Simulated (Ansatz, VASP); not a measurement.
# One calculation of CdS, two programs

The input INCAR:

```
SYSTEM = CdS
ALGO = Normal
EDIFF = 1E-6
ENCUT = 520
GGA = PE
ISIF = 2
ISMEAR = 0
LASPH = .True.
LCHARG = .True.
LELF = .True.
LREAL = .False.
LVHAR = .True.
LWAVE = .False.
NBANDS = 16
NELM = 100
PREC = Accurate
SIGMA = 0.01
```

KPOINTS

```
k-points
0
Gamma
  4 4 4
  0 0 0
```

POSCAR

```
CdS
1.0
    0.1092100000      2.7946300000      2.8727300000
    2.9731000000      0.0482800000      2.9336600000
    2.9353200000      2.8177700000      0.0860700000
Cd S
1 1
Direct
    0.9986200000      0.0004500000      0.0030200000
    0.2529100000      0.2465500000      0.2501600000
```

Input for Ansatz:

```yaml
crystal:
  lattice:
    - [0.10921, 2.79463, 2.87273]
    - [2.9731, 0.04828, 2.93366]
    - [2.93532, 2.81777, 0.08607]
  atoms:
    - { symbol: Cd, position: [0.99862, 0.00045, 0.00302] }
    - { symbol: S, position: [0.25291, 0.24655, 0.25016] }
basis:
  ecutwfc: 540.0
  xc_grid: 2
kpoints:
  mp_grid:
    grid: [4, 4, 4]
scf:
  convergence:
    dr2_threshold: 1.0e-09
  occupations:
    method: fixed
output:
  forces: true
  stress: true
```

Alike in both runs: task single point; functional PBE; k mesh 4 × 4 × 4; no spin polarisation.

|  | VASP | Ansatz |
| --- | --- | --- |
| version | VASP 6.6.1 | Ansatz 0.2.0 |
| potentials or method | VASP PAW PBE potentials, release 64 (Cd, S), cutoff 520 eV | plane waves, PAW |
| occupations | gaussian, width 0.01 eV | fixed |
| valence electrons in the cell | 18 | 26 |

VASP gave:

- pressure (GPa): 9.5
- traceless stress, the component that is largest in VASP (GPa): -3.89
- rms of the force components (eV/Å): 0.363

Q: Estimate Ansatz's values.

A: Pressure (GPa): 9.0; traceless stress, the component that is largest in VASP (GPa): -3.81; rms of the force components (eV/Å): 0.352.

Atom by atom the forces differ by 0.011 eV/Å (rms over components). VASP's potentials hold 18 valence electrons a cell and Ansatz's 26, so a difference there can come from the potentials and not from the codes. Ansatz's warnings: stress scf threshold loose.

The k mesh is coarse, so the values compare programs but aren't converged.
